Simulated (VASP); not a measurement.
Here is a VASP 6.6.1 calculation.

File INCAR:

```
SYSTEM = Ru
  PREC = Accurate
  ENCUT = 520
  EDIFF = 1E-6
  ISMEAR = 0
  SIGMA = 0.15
  LREAL = .False.
  LASPH = .True.
  NELM = 80
  ALGO = Fast
  ISIF = 2
  LWAVE = .False.
  LCHARG = .False.
  GGA = PE
  NBANDS = 13
```

File KPOINTS:

```
regular mesh
0
Gamma
  22 22 22
  0 0 0
```

Contents of POSCAR:

```
Ru
1.0
    0.0000000000      2.0407668407      1.7487331058
    2.0407668407      0.0000000000      1.7487331058
    2.0407668407      2.0407668407      0.0000000000
Ru
1
Direct
    0.0000000000      0.0000000000      0.0000000000
```

Potentials or basis: VASP PAW PBE potentials, release 64 (Ru_pv).

Run with:

```console
$ cat potpaw_PBE.64/Ru_pv/POTCAR > POTCAR
$ mpirun -np 1 vasp_std > vasp.out
```

Problem. Estimate the band gap on the k mesh.

Solution. Zero (band 7 reaches 13.56 eV, above the bottom of band 8 at 10.05 eV).

Problem. What does it give for the pressure?

Solution. -11.3 GPa.

Stress tensor (GPa, compression positive):
```
-22.25   0.00   0.00
  0.00 -22.25   0.00
  0.00   0.00  10.52
```
